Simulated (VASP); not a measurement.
Here is a VASP 6.6.1 calculation.

The input INCAR:

```
SYSTEM = Cd4Se3
  ALGO = Normal
  EDIFF = 1E-7
  ENCUT = 520
  GGA = PE
  ISIF = 2
  ISMEAR = 0
  LASPH = .TRUE.
  LCHARG = .FALSE.
  LREAL = .FALSE.
  LWAVE = .FALSE.
  NBANDS = 42
  NELM = 100
  PREC = Accurate
  SIGMA = 0.2
```

KPOINTS

```
k-points
0
G
  3 3 4
  0 0 0
```

POSCAR

```
Cd4Se3
1.0
    3.7173098940     -6.1376771221      0.0000000000
    3.7173098940      6.1376771221      0.0000000000
    0.0000000000      0.0000000000      4.0370040543
Cd Se
4 3
Direct
    0.3017000541      0.3017000541      0.5000000000
    0.6982999459      0.6982999459      0.5000000000
    0.7797323089      0.2202676911      0.0000000000
    0.2202676911      0.7797323089      0.0000000000
    0.5000000000      0.0000000000      0.5000000000
    0.0000000000      0.5000000000      0.5000000000
    0.0000000000      0.0000000000      0.0000000000
```

Potentials or basis: VASP PAW PBE potentials, release 64 (Cd, Se).

Command:

```console
$ cat potpaw_PBE.64/Cd/POTCAR potpaw_PBE.64/Se/POTCAR > POTCAR
$ mpirun -np 1 vasp_std > vasp.out
```

Q: Estimate the pressure.

A: 0.6 GPa.

Q: Estimate the band gap on the k mesh.

A: Zero (bands 33 and 34 overlap by 0.28 eV).

Q: Predict the largest force.

A: 0.035 eV/Å.

Stress tensor (GPa, compression positive):
```
0.42 0.00 0.00
0.00 0.85 0.00
0.00 0.00 0.40
```

Caveat: the k points lie up to 0.39 Å⁻¹ apart; semilocal functionals underestimate gaps, and a narrow one can read as zero.
